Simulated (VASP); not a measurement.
Wanted: the native input for a VASP 6.6.1 run.

| Quantity | Value |
| --- | --- |
| Task | relaxation of cell and atoms |
| Functional | PBEsol |
| Dispersion | D4 |
| Potentials or basis | VASP PAW PBE potentials, release 64 (Sn_d, O) |
| Cutoff | 600 eV |
| k mesh | 5 × 5 × 5 |
| Occupations | fermi-dirac, width 0.05 eV |
| Spin | no spin polarisation |
| Dipole correction | no |
| Further INCAR settings | ALGO = Normal; EDIFF = 1e-07; IBRION = 2; EDIFFG = -0.01; NSW = 60; ISIF = 3 |

The structure of SnO2 lies in POSCAR:

```
SnO2
1.0
    5.1752560000      0.0000000000      0.0000000000
    0.0000000000      5.1752560000      0.0000000000
    0.0000000000      0.0000000000      5.1752560000
Sn O
4 8
Direct
    0.0000000000      0.0000000000      0.0000000000
    0.5000000000      0.0000000000      0.5000000000
    0.5000000000      0.5000000000      0.0000000000
    0.0000000000      0.5000000000      0.5000000000
    0.6610980000      0.8389020000      0.1610980000
    0.8389020000      0.1610980000      0.6610980000
    0.1610980000      0.6610980000      0.8389020000
    0.3389020000      0.3389020000      0.3389020000
    0.6610980000      0.6610980000      0.6610980000
    0.8389020000      0.3389020000      0.1610980000
    0.1610980000      0.8389020000      0.3389020000
    0.3389020000      0.1610980000      0.8389020000
```

One way to write it, as run:

INCAR

```
ALGO = Normal
EDIFF = 1E-7
EDIFFG = -0.01
ENCUT = 600
GGA = PS
IBRION = 2
ISIF = 3
ISMEAR = -1
IVDW = 13
LASPH = T
LCHARG = F
LREAL = F
LWAVE = F
NELM = 80
NSW = 60
PREC = Accurate
SIGMA = 0.05
```

KPOINTS

```
k-points
0
Gamma
  5 5 5
```

Potentials or basis: VASP PAW PBE potentials, release 64 (Sn_d, O).

Launch:

```bash
$ cat potpaw_PBE.64/Sn_d/POTCAR potpaw_PBE.64/O/POTCAR > POTCAR
$ mpirun -np 1 vasp_std > vasp.out
```

It gave:

* Relaxed volume: 11.05 Å³/atom
* Relaxed cell: a = 5.099 Å, b = 5.099 Å, c = 5.099 Å, α = 90.00°, β = 90.00°, γ = 90.00°
* Space group after relaxing (to 0.1 Å): Pa-3 (No. 205)
* Energy gained by relaxing: 14.8 meV/atom
* Ionic steps: 8
* Pressure after relaxing: -0.1 GPa
* Largest force after relaxing: 0.009 eV/Å
* Band gap on the k mesh: 0.93 eV (least direct gap 1.01 eV)
* Dispersion energy per atom: -0.164 eV

Caveat: the PAW data sets were made with another functional, which shifts forces and pressure a little; spin-orbit coupling is left out, which moves the levels of the heavy elements; an odd mesh through Γ misses points on the zone boundary, where band edges can lie.

Run time: 23 min on 1 thread of Intel Xeon 8259CL (shared host), peak memory 0.32 GiB.
